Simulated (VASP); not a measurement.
Write the native input for VASP 6.6.1 that does the following.

* Task: single point
* Functional: PBE
* Potentials or basis: VASP PAW PBE potentials, release 64 (In_d, Ga_d, As)
* Cutoff: 520 eV
* k mesh: 6 × 6 × 6
* Occupations: gaussian, width 0.1 eV
* Spin: no spin polarisation
* Dipole correction: no
* Further INCAR settings: ALGO = Normal; EDIFF = 1e-06; NBANDS = 46

The structure of In3GaAs4 lies in POSCAR:

```
In3GaAs4
1.0
    6.1375389254      0.0000000000      0.0000000000
    0.0000000000      6.1375389254      0.0000000000
    0.0000000000      0.0000000000      6.1375389254
In Ga As
3 1 4
Direct
    0.5000000000      0.0000000000      0.0000000000
    0.0000000000      0.0000000000      0.5000000000
    0.0000000000      0.5000000000      0.0000000000
    0.5000000000      0.5000000000      0.5000000000
    0.2600610000      0.7399390000      0.2600610000
    0.2600610000      0.2600610000      0.7399390000
    0.7399390000      0.7399390000      0.7399390000
    0.7399390000      0.2600610000      0.2600610000
```

These files were run (other wordings do the same):

INCAR

```
SYSTEM = In3GaAs4
PREC     = Accurate       ! precision mode
ENCUT    = 520            ! plane-wave cutoff, eV
EDIFF    = 1E-6           ! SCF threshold, eV
ISMEAR   = 0              ! smearing method
SIGMA    = 0.1            ! smearing width, eV
LREAL    = .FALSE.        ! projectors in reciprocal space
LASPH    = .TRUE.         ! aspherical terms in the spheres
NELM     = 60             ! most SCF steps
ALGO     = Normal         ! electronic algorithm
ISIF     = 2              ! what is computed and relaxed
LWAVE    = .FALSE.        ! write WAVECAR
LCHARG   = .FALSE.        ! write CHGCAR
GGA      = PE             ! functional
NBANDS   = 46             ! bands
```

KPOINTS

```
Automatic mesh
0
G
  6 6 6
  0 0 0
```

Potentials or basis: VASP PAW PBE potentials, release 64 (In_d, Ga_d, As).

The run is started by

```sh
$ cat potpaw_PBE.64/In_d/POTCAR potpaw_PBE.64/Ga_d/POTCAR potpaw_PBE.64/As/POTCAR > POTCAR
$ mpirun -np 1 vasp_std > vasp.out
```

Results of the run:

```json
{
 "Pressure": "-1.3 GPa",
 "Largest force": "0.023 eV/Å",
 "Band gap on the k mesh": "zero (filled and empty bands touch)"
}
```

Caveat: semilocal functionals underestimate gaps, so a narrow gap can read as zero; spin-orbit coupling is left out, which moves the levels of the heavy elements.

Run time: 100 s on 1 thread of Intel(R) Xeon(R) 6975P-C (Granite Rapids), with other jobs on the host, peak memory 0.43 GiB.
